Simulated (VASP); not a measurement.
# Al (P6/mmm) in VASP: a series of runs

The runs below take Al through single point, relaxation of cell and atoms, with PBEsol.

Everything below comes from runs of VASP 6.6.1. Logs are shortened: lines on timing, memory, paths and dates and some standing lists are left out, and cuts for length are marked.

## 1. The cell of the first run

The structure is hexagonal, space group P6/mmm (No. 191). The conventional cell has a = 4.583 Å, b = 4.583 Å, c = 2.769 Å, α = 90.00°, β = 90.00°, γ = 120.00°. Al (site symmetry 6/mmm) has 14 Al at 2.77 to 2.99 Å within 3.7 Å. Al (site symmetry -6m2) has 11 Al at 2.65 to 2.99 Å within 3.5 Å.

This isn't the form of Al at room conditions, which is fcc.

## 2. Single point, PBEsol

Contents of INCAR:

```
SYSTEM = Al
  PREC = Accurate
  ENCUT = 520
  EDIFF = 1E-6
  ISMEAR = 0
  SIGMA = 0.1
  LREAL = .False.
  LASPH = .True.
  NELM = 100
  ALGO = Normal
  ISIF = 2
  LWAVE = .False.
  LCHARG = .False.
  GGA = PS
  NBANDS = 12
```

Contents of KPOINTS:

```
regular mesh
0
Gamma
  12 12 16
  0 0 0
```

Contents of POSCAR:

```
Al
1.0
    4.5830927406      0.0000000000      0.0000000000
   -2.2915463703      3.9690747413      0.0000000000
    0.0000000000      0.0000000000      2.7693348033
Al
3
Direct
    0.0000000000      0.0000000000      0.0000000000
    0.3333333333      0.6666666667      0.5000000000
    0.6666666667      0.3333333333      0.5000000000
```

Potentials or basis: VASP PAW PBE potentials, release 64 (Al).

Command:

```
> cat potpaw_PBE.64/Al/POTCAR > POTCAR
> mpirun -np 1 vasp_std > vasp.out
```

OUTCAR:

```text
SYSTEM = Al
   PREC = Accurate
   ENCUT = 520
   EDIFF = 1E-6
   ISMEAR = 0
   LREAL = .False.
   LASPH = .True.
   NELM = 100
   ISIF = 2
   GGA = PS

 ion  position               nearest neighbor table
   1  0.000  0.000  0.000-   2 2.99   3 2.99   2 2.99   3 2.99   3 2.99   3 2.99   2 2.99   2 2.99
                             3 2.99   3 2.99   2 2.99   2 2.99
   2  0.333  0.667  0.500-   3 2.65   3 2.65   3 2.65   1 2.99   1 2.99   1 2.99   1 2.99   1 2.99
                             1 2.99
   3  0.667  0.333  0.500-   2 2.65   2 2.65   2 2.65   1 2.99   1 2.99   1 2.99   1 2.99   1 2.99
                             1 2.99

  LATTYP: Found a hexagonal cell.
 ALAT       =     4.5830927406
 C/A-ratio  =     0.6042502214

  Lattice vectors:

 A1 = (   4.5830927406,   0.0000000000,   0.0000000000)
 A2 = (  -2.2915463703,   3.9690747413,   0.0000000000)
 A3 = (   0.0000000000,   0.0000000000,   2.7693348033)

Analysis of symmetry for initial positions (statically):
=====================================================================
 Subroutine PRICEL returns:
 Original cell was already a primitive cell.

 Routine SETGRP: Setting up the symmetry group for a
 hexagonal supercell.

 Subroutine GETGRP returns: Found 24 space group operations
 (whereof 24 operations were pure point group operations)
 out of a pool of 24 trial point group operations.

The static configuration has the point symmetry D_6h.

Analysis of symmetry for dynamics (positions and initial velocities):
=====================================================================
 Subroutine PRICEL returns:
 Original cell was already a primitive cell.

 Routine SETGRP: Setting up the symmetry group for a
 hexagonal supercell.

 Subroutine GETGRP returns: Found 24 space group operations
 (whereof 24 operations were pure point group operations)
 out of a pool of 24 trial point group operations.

The dynamic configuration has the point symmetry D_6h.

 Subroutine INISYM returns: Found 24 space group operations
 (whereof 24 operations are pure point group operations),
 and found     1 'primitive' translations

----------------------------------------------------------------------------------------

                                     Primitive cell

  volume of cell :      50.3760

  direct lattice vectors                    reciprocal lattice vectors
     4.583092741  0.000000000  0.000000000     0.218193272  0.125973944  0.000000000
    -2.291546370  3.969074741  0.000000000     0.000000000  0.251947888  0.000000000
     0.000000000  0.000000000  2.769334803     0.000000000  0.000000000  0.361097545

  length of vectors
     4.583092741  4.583092741  2.769334803     0.251947888  0.251947888  0.361097545

  position of ions in fractional coordinates (direct lattice)
     0.000000000  0.000000000  0.000000000
     0.333333333  0.666666667  0.500000000
     0.666666667  0.333333333  0.500000000

  ion indices of the primitive-cell ions
   primitive index   ion index
                 1           1
                 2           2
                 3           3

----------------------------------------------------------------------------------------

 KPOINTS: regular mesh

Automatic generation of k-mesh.
 Grid dimensions read from file:
 generate k-points for:   12   12   16

 Generating k-lattice:

  Cartesian coordinates                     Fractional coordinates (reciprocal lattice)
     0.018182773  0.010497829  0.000000000     0.083333333  0.000000000  0.000000000
     0.000000000  0.020995657  0.000000000     0.000000000  0.083333333  0.000000000
     0.000000000  0.000000000  0.022568597     0.000000000  0.000000000  0.062500000

  Length of vectors
     0.020995657  0.020995657  0.022568597

  Shift w.r.t. Gamma in fractional coordinates (k-lattice)
     0.000000000  0.000000000  0.000000000

 Subroutine IBZKPT returns following result:
 ===========================================

 Found    171 irreducible k-points:

 Following reciprocal coordinates:
            Coordinates               Weight
  0.000000  0.000000  0.000000      1.000000
  0.083333  0.000000  0.000000      6.000000
  0.166667  0.000000  0.000000      6.000000
  0.250000  0.000000  0.000000      6.000000
  0.333333  0.000000  0.000000      6.000000
  0.416667  0.000000  0.000000      6.000000
[... 16 lines left out ...]
  0.250000  0.000000  0.062500     12.000000
  0.333333  0.000000  0.062500     12.000000
 [... further k-points ...]
   k-points           NKPTS =    171   k-points in BZ     NKDIM =    171   number of bands    NBANDS=     12
   number of dos      NEDOS =    301   number of ions     NIONS =      3
   total plane-waves  NPLWV =  31104
   dimension x,y,z NGX =    36 NGY =   36 NGZ =   24
   dimension x,y,z NGXF=    72 NGYF=   72 NGZF=   48
   ions per type =               3
   NGX,Y,Z   is equivalent  to a cutoff of  13.06, 13.06, 14.41 a.u.
   NGXF,Y,Z  is equivalent  to a cutoff of  26.12, 26.12, 28.81 a.u.
[... 79 lines left out ...]
     12      21.4741      0.00000

 k-point     2 :       0.0833    0.0000    0.0000
  band No.  band energies     occupation
      1      -3.1823      2.00000
      2       4.4162      2.00000
      3       4.9649      2.00000
      4       5.3864      2.00000
      5       6.4222      2.00000
      6       7.0077      2.00000
      7       7.4913      1.99903
      8      14.7378      0.00000
      9      15.5428      0.00000
     10      20.2763      0.00000
     11      20.3537      0.00000
     12      21.1884      0.00000

 k-point     3 :       0.1667    0.0000    0.0000
  band No.  band energies     occupation
      1      -2.9867      2.00000
      2       3.1296      2.00000
      3       4.4202      2.00000
      4       4.8496      2.00000
      5       7.3314      2.00000
      6       7.9044      0.01103
      7       9.0912      0.00000
      8      14.9033      0.00000
      9      15.6533      0.00000
     10      18.6967      0.00000
     11      18.8380      0.00000
     12      20.2316      0.00000

 k-point     4 :       0.2500    0.0000    0.0000
  band No.  band energies     occupation
      1      -2.6613      2.00000
      2       1.9427      2.00000
      3       3.9966      2.00000
      4       4.4129      2.00000
      5       8.3621      0.00000
      6       8.9239      0.00000
      7      10.8079      0.00000
      8      15.1794      0.00000
      9      15.7162      0.00000
     10      16.9682      0.00000
     11      17.4836      0.00000
     12      19.1755      0.00000

 k-point     5 :       0.3333    0.0000    0.0000
  band No.  band energies     occupation
      1      -2.2070      2.00000
      2       0.8697      2.00000
      3       3.6940      2.00000
      4       4.0964      2.00000
      5       9.5132      0.00000
      6      10.0487      0.00000
      7      12.6047      0.00000
      8      15.1634      0.00000
      9      15.2812      0.00000
     10      15.5662      0.00000
     11      16.8169      0.00000
     12      18.2300      0.00000
[... 228 lines left out ...]
      1      -3.1071      2.00000
      2       4.4869      2.00000
      3       5.0345      2.00000
      4       5.4576      2.00000
      5       6.4918      2.00000
      6       7.0761      2.00000
      7       7.5591      1.98078
      8      13.0202      0.00000
      9      17.3288      0.00000
     10      19.7798      0.00000
     11      20.0023      0.00000
     12      20.0417      0.00000

 k-point    22 :       0.1667    0.0000    0.0625
  band No.  band energies     occupation
      1      -2.9116      2.00000
      2       3.2013      2.00000
      3       4.4898      2.00000
      4       4.9218      2.00000
      5       7.4008      2.00000
      6       7.9702      0.00051
      7       9.1551      0.00000
      8      13.1872      0.00000
      9      17.3560      0.00000
     10      18.6544      0.00000
     11      18.7706      0.00000
     12      18.8550      0.00000

 k-point    23 :       0.2500    0.0000    0.0625
  band No.  band energies     occupation
      1      -2.5864      2.00000
      2       2.0152      2.00000
      3       4.0661      2.00000
      4       4.4858      2.00000
      5       8.4313      0.00000
      6       8.9861      0.00000
      7      10.8632      0.00000
      8      13.4581      0.00000
      9      16.8355      0.00000
     10      17.0015      0.00000
     11      17.7766      0.00000
     12      18.1530      0.00000

 k-point    24 :       0.3333    0.0000    0.0625
  band No.  band energies     occupation
      1      -2.1324      2.00000
      2       0.9428      2.00000
      3       3.7636      2.00000
      4       4.1698      2.00000
      5       9.5818      0.00000
      6      10.1052      0.00000
      7      12.6304      0.00000
      8      13.8023      0.00000
      9      15.3365      0.00000
     10      15.5906      0.00000
     11      16.8683      0.00000
     12      18.2337      0.00000

 [... further k-points ...]

------------------------ aborting loop because EDIFF is reached ----------------------------------------

  FORCE on cell =-STRESS in cart. coord.  units (eV):
  Direction    XX          YY          ZZ          XY          YZ          ZX
  --------------------------------------------------------------------------------------
  -------------------------------------------------------------------------------------
  Total        0.0285641      0.0285641      0.0237318      0.0000000     -0.0000000      0.0000000
  in kB        0.9084638      0.9084638      0.7547750      0.0000000     -0.0000000      0.0000000
  external PRESSURE =       0.8572342 kB  Pullay stress =       0.0000000 kB

 VOLUME and BASIS-vectors are now :
 -----------------------------------------------------------------------------
  energy-cutoff  :      520.00
  volume of cell :       50.38
      direct lattice vectors                 reciprocal lattice vectors
     4.583092741  0.000000000  0.000000000     0.218193272  0.125973944  0.000000000
    -2.291546370  3.969074741  0.000000000     0.000000000  0.251947888  0.000000000
     0.000000000  0.000000000  2.769334803     0.000000000  0.000000000  0.361097545

 POSITION                                       TOTAL-FORCE (eV/Angst)
 -----------------------------------------------------------------------------------
      0.00000      0.00000      0.00000         0.000000      0.000000      0.000000
     -0.00000      2.64605      1.38467        -0.000000      0.000000      0.000000
      2.29155      1.32302      1.38467         0.000000     -0.000000     -0.000000
 -----------------------------------------------------------------------------------
    total drift:                               -0.000000     -0.000000      0.000000

  FREE ENERGIE OF THE ION-ELECTRON SYSTEM (eV)
  ---------------------------------------------------
  free  energy   TOTEN  =       -11.9217703989 eV

  energy  without entropy=      -11.9157235522  energy(sigma->0) =      -11.91874698
```

Wall time 1.9 min (1 thread of Intel Xeon 8259CL, shared host); peak memory 0.22 GiB.

Results:

```yaml
Free_energy: -11.9218 eV
Pressure: 0.1 GPa
Band_gap_on_the_k_mesh: zero (an odd number of electrons rules out a gap without spin polarisation)
```

Levels at points of the mesh, in eV from the Fermi level:
```
           k point  band 1  band 2  band 3  band 4  band 5  band 6  band 7  band 8
(0.00, 0.00, 0.00)  -10.97   -2.13   -2.13   -2.05   -2.05   -1.37   -1.27    6.96
(0.50, 0.00, 0.00)   -8.66   -8.63   -4.27   -3.88    4.33    4.57    4.79    4.89
(0.00, 0.00, 0.50)   -6.50   -5.94    1.50    1.50    1.96    2.25    2.25    2.59
(0.50, 0.00, 0.50)   -4.39   -4.07   -3.84   -3.55   -0.30    0.75    0.75    0.77
```

Caveat: the PAW data sets were made with another functional, which shifts forces and pressure a little.

## 3. Single point, PBEsol

This run uses another cell than the first one: it holds 6 atoms, not 3.

Contents of INCAR:

```
SYSTEM = Al
PREC = Accurate ; ENCUT = 520
EDIFF = 1E-7 ; ISMEAR = 0
SIGMA = 0.1 ; LREAL = .FALSE.
LASPH = .TRUE. ; NELM = 100
ALGO = Normal ; ISIF = 2
LWAVE = .FALSE. ; LCHARG = .FALSE.
GGA = PS ; NBANDS = 18
```

Contents of KPOINTS:

```
regular mesh
0
G
  8 6 4
  0 0 0
```

Contents of POSCAR:

```
Al
1.0
    0.0000000000      0.0000000000      2.7693348033
    4.5830927406      0.0000000000      0.0000000000
    0.0000000000      7.9381494825      0.0000000000
Al
6
Direct
    0.0000000000      0.0000000000      0.0000000000
    0.0000000000      0.5000000000      0.5000000000
    0.5000000000      1.0000000000      0.3333333333
    0.5000000000      0.5000000000      0.8333333333
    0.5000000000      0.5000000000      0.1666666667
    0.5000000000      1.0000000000      0.6666666667
```

Potentials or basis: VASP PAW PBE potentials, release 64 (Al).

Command:

```
> cat potpaw_PBE.64/Al/POTCAR > POTCAR
> mpirun -np 1 vasp_std > vasp.out
```

Run time: 2.4 min. Hardware: 1 thread of Intel Xeon 8259CL, shared host; peak memory 0.25 GiB.

The run converged. Its results:

| Item | Value |
| --- | --- |
| Free energy | -23.8606 eV |
| Pressure | -0.1 GPa |
| Largest force | 0.009 eV/Å |
| Band gap on the k mesh | zero (bands 9 and 10 overlap by 6.77 eV) |

Forces in eV/Å, atoms in the order of the input:
```
Al   0.000  0.000  0.000
Al   0.000  0.000  0.000
Al   0.000  0.009  0.000
Al   0.000  0.009  0.000
Al   0.000 -0.009  0.000
Al   0.000 -0.009  0.000
```

Stress tensor (GPa, compression positive):
```
 2.16  0.00  0.00
 0.00 -1.15  0.00
 0.00  0.00 -1.21
```

Levels at points of the mesh, in eV from the Fermi level:
```
           k point  band 5  band 6  band 7  band 8  band 9  band 10  band 11  band 12  band 13  band 14
(0.00, 0.00, 0.00)   -3.87   -2.13   -2.12   -2.05   -2.05    -1.36    -1.25     4.34     4.57     4.80
(0.50, 0.00, 0.00)   -3.83   -3.54   -0.30    0.76    0.76     0.78     1.50     1.50     1.97     2.26
(0.00, 0.50, 0.00)   -6.90   -6.90   -0.24   -0.24   -0.13    -0.13     4.13     4.13     6.07     6.07
(0.50, 0.50, 0.00)   -2.69   -2.69   -2.40   -2.40   -2.19    -2.19    -1.78    -1.78     3.31     3.31
(0.00, 0.00, 0.50)   -3.72   -3.72   -3.30   -3.30    0.64     0.64     1.21     1.21     3.09     3.09
(0.50, 0.00, 0.50)   -1.48   -1.48   -0.92   -0.92    0.23     0.23     1.22     1.22     1.28     1.28
(0.00, 0.50, 0.50)   -4.27   -4.27   -3.88   -3.88    4.34     4.34     4.57     4.57     4.80     4.80
(0.50, 0.50, 0.50)   -3.83   -3.83   -3.54   -3.54   -0.30    -0.30     0.76     0.76     0.76     0.76
```

Caveat: the PAW data sets were made with another functional, which shifts forces and pressure a little.

## 4. Relaxation of cell and atoms, PBEsol

Contents of INCAR:

```
PREC = Accurate
ENCUT = 600
EDIFF = 1E-6
ISMEAR = 0
SIGMA = 0.1
LREAL = F
LASPH = T
NELM = 60
ALGO = Normal
ISIF = 3
LWAVE = F
LCHARG = F
GGA = PS
IBRION = 2
NSW = 100
EDIFFG = -0.01
```

Contents of KPOINTS:

```
Automatic mesh
0
Gamma
  12 12 16
```

Contents of POSCAR:

```
Al
1.0
    4.5639006810      0.0000000000      0.0000000000
   -2.2819503405      3.9524539301      0.0000000000
    0.0000000000      0.0000000000      2.7928809109
Al
3
Direct
    0.0000000000      0.0000000000      0.0000000000
    0.3333333333      0.6666666667      0.5000000000
    0.6666666667      0.3333333333      0.5000000000
```

Command:

```
> cat potpaw_PBE.64/Al/POTCAR > POTCAR
> mpirun -np 1 vasp_std > vasp.out
```

Wall time 3.2 min (1 thread of Intel Xeon 8259CL, shared host); peak memory 0.22 GiB.

It converged, with:

- Free energy: -11.9220 eV
- Relaxed volume: 16.82 Å³/atom
- Relaxed cell: a = 4.586 Å, b = 4.586 Å, c = 2.770 Å, α = 90.00°, β = 90.00°, γ = 120.00°
- Space group after relaxing (to 0.1 Å): P6/mmm (No. 191)
- Energy gained by relaxing: 0.4 meV/atom
- Ionic steps: 6
- Pressure after relaxing: 0.0 GPa
- Band gap on the k mesh: zero (an odd number of electrons rules out a gap without spin polarisation)

Step by step:
| step | energy change (eV) | largest force (eV/Å) | pressure (GPa) | volume (Å³) |
| --- | --- | --- | --- | --- |
| 1 | 0.0000 | 0.0000 | 0.11 | 50.38 |
| 2 | -0.0006 | 0.0000 | -0.02 | 50.47 |
| 3 | -0.0010 | 0.0000 | -0.31 | 50.65 |
| 4 | -0.0011 | 0.0000 | -0.24 | 50.61 |
| 5 | -0.0012 | 0.0000 | 0.04 | 50.40 |
| 6 | -0.0012 | 0.0000 | -0.02 | 50.45 |

Final structure:
```cif
data_structure
_symmetry_space_group_name_H-M 'P 1'
_symmetry_Int_Tables_number 1
_cell_length_a 4.5862
_cell_length_b 4.5862
_cell_length_c 2.7695
_cell_angle_alpha 90.000
_cell_angle_beta 90.000
_cell_angle_gamma 120.000
_cell_volume 50.45
loop_
_atom_site_label
_atom_site_type_symbol
_atom_site_fract_x
_atom_site_fract_y
_atom_site_fract_z
_atom_site_occupancy
Al1 Al 0.00000 0.00000 0.00000 1
Al2 Al 0.33333 0.66667 0.50000 1
Al3 Al 0.66667 0.33333 0.50000 1
```

Levels at points of the mesh, in eV from the Fermi level:
```csv
k point,band 1,band 2,band 3,band 4,band 5,band 6,band 7,band 8
"(0.00, 0.00, 0.00)",-10.96,-2.13,-2.13,-2.05,-2.05,-1.38,-1.28,6.97
"(0.50, 0.00, 0.00)",-8.65,-8.62,-4.27,-3.89,4.33,4.56,4.78,4.88
"(0.00, 0.00, 0.50)",-6.49,-5.94,1.50,1.50,1.95,2.25,2.25,2.58
"(0.50, 0.00, 0.50)",-4.38,-4.07,-3.84,-3.54,-0.30,0.75,0.75,0.78
```

Caveat: the PAW data sets were made with another functional, which shifts forces and pressure a little.

## 5. Overview

| task | cell | k mesh | cutoff (eV) | gap on the mesh (eV) | pressure (GPa) |
| --- | --- | --- | --- | --- | --- |
| single point | a = 4.583, b = 4.583, c = 2.769 Å, angles 90.0, 90.0, 120.0°, 3 atoms, atomic positions A | 12 × 12 × 16 | 520 | none | 0.1 |
| single point | a = 2.769, b = 4.583, c = 7.938 Å, 6 atoms, atomic positions B | 8 × 6 × 4 | 520 | none | -0.1 |
| relaxation of cell and atoms | relaxed from a = 4.564, b = 4.564, c = 2.793 Å, angles 90.0, 90.0, 120.0°, 3 atoms, atomic positions A | 12 × 12 × 16 | 600 | none | 0.0 |

Alike in all rows: level PBEsol; potentials or basis VASP PAW PBE potentials, release 64 (Al); no spin polarisation; smearing gaussian 0.1 eV.

Caveats: the PAW data sets were made with another functional, which shifts forces and pressure a little.

Absolute energies hang on the potentials; compare differences alone.
